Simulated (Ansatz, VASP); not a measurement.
# Ti in VASP and in Ansatz

Contents of INCAR:

```
SYSTEM = Ti
PREC = Accurate
ENCUT = 400
EDIFF = 1E-8
ISMEAR = -1
SIGMA = 0.08
LREAL = .FALSE.
LASPH = .TRUE.
NELM = 120
ALGO = Normal
ISIF = 2
LWAVE = .FALSE.
LCHARG = .FALSE.
GGA = PE
LEFG = .TRUE.
NBANDS = 19
GGA_COMPAT = .FALSE.
```

Contents of KPOINTS:

```
regular mesh
0
G
  13 13 7
  0 0 0
```

The input POSCAR:

```
Ti
1.0
    3.0089978176      0.0000000000      0.0000000000
   -1.5044989088      2.6058685500      0.0000000000
    0.0000000000      0.0000000000      4.6860000000
Ti
2
Direct
    0.3333333333      0.6666666667      0.2500000000
    0.6666666667      0.3333333333      0.7500000000
```

Input for Ansatz:

```yaml
crystal:
  lattice:
    - [3.0089978176, 0.0, 0.0]
    - [-1.5044989088, 2.60586855, 0.0]
    - [0.0, 0.0, 4.686]
  atoms:
    - { symbol: Ti, position: [0.3333333333, 0.6666666667, 0.25] }
    - { symbol: Ti, position: [0.6666666667, 0.3333333333, 0.75] }
kpoints:
  mp_grid: { grid: [13, 13, 7] }
scf:
  occupations: { method: fermi_dirac, width: 0.08 }
hamiltonian:
  xc: pbe
  pseudopotentials: { kind: paw }
output:
  forces: true
  stress: true
  eigenvalues: true
  efg: { contact_densities: true }
```

Change from the starting cell: equal xx and yy strain of +2 %, PAW files.

Alike in both runs: task electric field gradients; functional PBE; k mesh 13 × 13 × 7; occupations fermi-dirac, width 0.08 eV; no spin polarisation.

|  | VASP | Ansatz |
| --- | --- | --- |
| version | VASP 6.6.1 | Ansatz 0.2.0 |
| potentials or method | VASP PAW PBE potentials, release 64 (Ti_sv) | PAW with Ansatz's default frozen-core files, scalar-relativistic |
| plane-wave cutoff (eV) | 400 | 420 |
| valence electrons in the cell | 24 | 24 |

|  | VASP | Ansatz | Ansatz less VASP |
| --- | --- | --- | --- |
| pressure (GPa) | -6.3 | -5.4 | +0.88 |
| traceless stress, the component that is largest in VASP (GPa) | 1.03 | 1.03 | -0.002 |
| size of Vzz on the site where it differs most (V/Å²) | 18.0 | 19.9 | +1.83 |

With one functional, cell and mesh, what is left measures potentials, basis and numerics.
